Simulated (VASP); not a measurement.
A run of VASP 6.6.1 is set up as follows.

File POSCAR:

```
TaN
1.0
    0.0000000000      2.2113230000      2.2113230000
    2.2113230000      0.0000000000      2.2113230000
    2.2113230000      2.2113230000      0.0000000000
Ta N
1 1
Direct
    0.5000000000      0.5000000000      0.5000000000
    0.0000000000      0.0000000000      0.0000000000
```

Contents of INCAR.step1:

```
SYSTEM = TaN
ALGO     = Normal         ! electronic algorithm
EDIFF    = 1E-4           ! SCF threshold, eV
ENCUT    = 600            ! plane-wave cutoff, eV
GGA      = PE             ! functional
ISMEAR   = -1             ! smearing method
LASPH    = .True.         ! aspherical terms in the spheres
LCHARG   = .False.        ! write CHGCAR
LREAL    = .False.        ! projectors in reciprocal space
LWAVE    = .True.         ! write WAVECAR
NELM     = 80             ! most SCF steps
PREC     = Accurate       ! precision mode
SIGMA    = 0.05           ! smearing width, eV
```

File INCAR.step2:

```
SYSTEM = TaN
ALGO     = Normal         ! electronic algorithm
EDIFF    = 1E-6           ! SCF threshold, eV
EDIFFG   = -0.01          ! ionic threshold
ENCUT    = 600            ! plane-wave cutoff, eV
IBRION   = 2              ! ionic algorithm
ISIF     = 3              ! what is computed and relaxed
ISMEAR   = -1             ! smearing method
ISTART   = 1            
LASPH    = .True.         ! aspherical terms in the spheres
LCHARG   = .False.        ! write CHGCAR
LMIXTAU  = .True.       
LREAL    = .False.        ! projectors in reciprocal space
LWAVE    = .False.        ! write WAVECAR
METAGGA  = R2SCAN         ! meta-GGA
NELM     = 80             ! most SCF steps
NSW      = 60             ! ionic steps
PREC     = Accurate       ! precision mode
PSTRESS  = 100.0        
SIGMA    = 0.05           ! smearing width, eV
```

The input KPOINTS:

```
k-points
0
Gamma
  10 10 10
  0 0 0
```

Potentials or basis: VASP PAW PBE potentials, release 64 (Ta_pv, N).

Command:

```console
$ cat potpaw_PBE.64/Ta_pv/POTCAR potpaw_PBE.64/N/POTCAR > POTCAR
$ cp INCAR.step1 INCAR
$ mpirun -np 1 vasp_std > vasp.out
$ cp INCAR.step2 INCAR
$ mpirun -np 1 vasp_std > vasp.out
```

(1) Predict the space group after relaxing (to 0.05 Å).

(2) Estimate the relaxed volume.

Results:

(1) Fm-3m (No. 225).

(2) 10.39 Å³/atom.

Caveat: the cell is relaxed towards a set pressure, so the enthalpy falls and the energy may rise; the PAW data sets were made with another functional, which shifts forces and pressure a little.
